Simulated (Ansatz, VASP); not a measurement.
**Mg7Te in VASP and in Ansatz**

```
CELL_PARAMETERS angstrom
0.00000 4.94207 4.94207
4.94207 0.00000 4.94207
4.94207 4.94207 0.00000
ATOMIC_POSITIONS crystal
Mg 0.03507 0.46493 0.46493
Mg 0.46493 0.03507 0.03507
Mg 0.46493 0.03507 0.46493
Mg 0.03507 0.46493 0.03507
Mg 0.46493 0.46493 0.03507
Mg 0.03507 0.03507 0.46493
Mg 0.00000 0.00000 0.00000
Te 0.75000 0.75000 0.75000
```

Alike in both runs: functional PBE; k mesh 3 × 3 × 3; occupations gaussian, width 0.2 eV; no spin polarisation.

Ansatz relaxed the structure, and its values are those at the end. VASP's run is a single point on that final structure, the one shown.

```csv
,VASP,Ansatz
version,VASP 6.6.1,Ansatz 0.2.0
potentials or method,"VASP PAW PBE potentials, release 64 (Mg, Te), cutoff 600 eV","scalar-relativistic, plane waves, PAW"
valence electrons in the cell,20,86
```

```csv
,VASP,Ansatz,Ansatz less VASP
gap on the k mesh at the Fermi level (eV),none,none,-
pressure (GPa),0.2,0.3,+0.05
```

A gap of «none» marks a metal or a gap that the smearing closes. VASP's potentials hold 20 valence electrons a cell and Ansatz's 86, so a difference there can come from the potentials and not from the codes.

The k mesh is coarse, so the values compare programs but aren't converged. Spin-orbit coupling is off throughout.
